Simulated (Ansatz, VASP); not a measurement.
One calculation of InP, two programs

```
In P
1.0
     0.00000    3.03366    2.85521
     2.85521    0.00000    2.85521
     2.85521    3.03366    0.00000
In P
1 1
Direct
  0.00000 0.00000 0.00000
  0.75000 0.75000 0.75000
```

Alike in both runs: task single point; functional LDA; k mesh 12 × 12 × 12; occupations gaussian, width 0.05 eV; no spin polarisation.

```csv
,VASP,Ansatz
version,VASP 6.6.1,Ansatz 0.2.0
potentials or method,"VASP PAW LDA potentials, release 64 (In_d, P), cutoff 520 eV","scalar-relativistic, plane waves, PAW"
valence electrons in the cell,18,18
```

Ansatz gave:

* gap on the k mesh at the Fermi level (eV): 0.45
* least direct gap on the mesh (eV): 0.45
* pressure (GPa): -0.1
* traceless stress, the component that is largest in VASP (GPa): -2.00

Task: What did VASP give for the same quantities?

Result: gap on the k mesh at the Fermi level (eV): 0.48; least direct gap on the mesh (eV): 0.48; pressure (GPa): -0.1; traceless stress, the component that is largest in VASP (GPa): -1.99.

Ansatz warns that its potentials were made for another functional, while VASP's fit it. LDA's correlation is that of Perdew and Zunger in VASP and of Perdew and Wang (1992) in Ansatz.
